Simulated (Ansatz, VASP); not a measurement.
## One calculation of ZnS, two programs

File INCAR:

```
PREC = Accurate
ENCUT = 520
EDIFF = 1E-6
ISMEAR = 0
SIGMA = 0.02
LREAL = F
LASPH = T
NELM = 100
ALGO = Normal
ISIF = 2
LWAVE = F
LCHARG = F
GGA = PE
NBANDS = 16
```

The input KPOINTS:

```
Automatic mesh
0
Gamma
  10 10 10
```

The input POSCAR:

```
ZnS
1.0
    0.0000000000      2.7046500000      2.7046500000
    2.7046500000      0.0000000000      2.7046500000
    2.7046500000      2.7046500000      0.0000000000
Zn S
1 1
Direct
    0.0000000000      0.0000000000      0.0000000000
    0.7777300205      0.7222699795      0.7777300205
```

Input for Ansatz:

```yaml
crystal:
  lattice:
    - [0.0, 2.70465, 2.70465]
    - [2.70465, 0.0, 2.70465]
    - [2.70465, 2.70465, 0.0]
  atoms:
    - { symbol: Zn, position: [0.0, 0.0, 0.0] }
    - { symbol: S, position: [0.7777300205, 0.7222699795, 0.7777300205] }
basis:
  ecutwfc: 420
kpoints:
  mp_grid: { grid: [10, 10, 10] }
hamiltonian:
  xc: pbe
scf:
  occupations: { method: gaussian, width: 0.02 }
output:
  forces: true
  stress: true
  eigenvalues: true
```

Change from the starting cell: one atom moved.

Alike in both runs: task single point; functional PBE; k mesh 10 × 10 × 10; occupations gaussian, width 0.02 eV; no spin polarisation.

|  | VASP | Ansatz |
| --- | --- | --- |
| version | VASP 6.6.1 | Ansatz 0.2.0 |
| potentials or method | VASP PAW PBE potentials, release 64 (Zn, S), cutoff 520 eV | scalar-relativistic, plane waves, PAW |
| valence electrons in the cell | 18 | 18 |

VASP gave:

```
gap on the k mesh at the Fermi level (eV)                     : 2.03
least direct gap on the mesh (eV)                             : 2.03
pressure (GPa)                                                : 2.3
traceless stress, the component that is largest in VASP (GPa) : 3.48
rms of the force components (eV/Å)                            : 0.493
```

What did Ansatz give for the same quantities?

gap on the k mesh at the Fermi level (eV): 2.02; least direct gap on the mesh (eV): 2.02; pressure (GPa): 2.1; traceless stress, the component that is largest in VASP (GPa): 3.43; rms of the force components (eV/Å): 0.489.

Atom by atom the forces differ by 0.004 eV/Å (rms over components).
